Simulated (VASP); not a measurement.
Write the native input for VASP 6.6.1 that does the following.

```yaml
Task: single point
Functional: LDA
Potentials_or_basis: VASP PAW LDA potentials, release 64 (Te, As)
Cutoff: 500 eV
k_mesh: 4 × 4 × 4
Occupations: methfessel-paxton, width 0.1 eV
Spin: no spin polarisation
Dipole_correction: no
Further_INCAR_settings: ALGO = Normal; EDIFF = 1e-06; NBANDS = 12
```

The structure of TeAs lies in POSCAR:

```
TeAs
1.0
    0.0000000000      2.9676670000      2.9676670000
    2.9676670000      0.0000000000      2.9676670000
    2.9676670000      2.9676670000      0.0000000000
Te As
1 1
Direct
    0.5000000000      0.5000000000      0.5000000000
    0.0000000000      0.0000000000      0.0000000000
```

The input as run:

INCAR

```
PREC     = Accurate       # precision mode
ENCUT    = 500            # plane-wave cutoff, eV
EDIFF    = 1E-6           # SCF threshold, eV
ISMEAR   = 1              # smearing method
SIGMA    = 0.1            # smearing width, eV
LREAL    = F              # projectors in reciprocal space
LASPH    = T              # aspherical terms in the spheres
NELM     = 120            # most SCF steps
ALGO     = Normal         # electronic algorithm
ISIF     = 2              # what is computed and relaxed
LWAVE    = F              # write WAVECAR
LCHARG   = F              # write CHGCAR
GGA      = CA             # functional
NBANDS   = 12             # bands
GGA_COMPAT= F
```

KPOINTS

```
Automatic mesh
0
Gamma
  4 4 4
```

Potentials or basis: VASP PAW LDA potentials, release 64 (Te, As).

Command:

```sh
$ cat potpaw_LDA.64/Te/POTCAR potpaw_LDA.64/As/POTCAR > POTCAR
$ mpirun -np 1 vasp_std > vasp.out
```

Results of the run:

| Quantity | Value |
| --- | --- |
| Pressure | -4.2 GPa |
| Band gap on the k mesh | zero (an odd number of electrons rules out a gap without spin polarisation) |

Caveat: the k points lie up to 0.46 Å⁻¹ apart, too coarse for converged energies and pressures of a metal; spin-orbit coupling is left out, which moves the levels of the heavy elements.

Wall time 2.3 s on 1 thread of Intel(R) Xeon(R) 6975P-C (Granite Rapids), with other jobs on the host, peak memory 0.15 GiB.
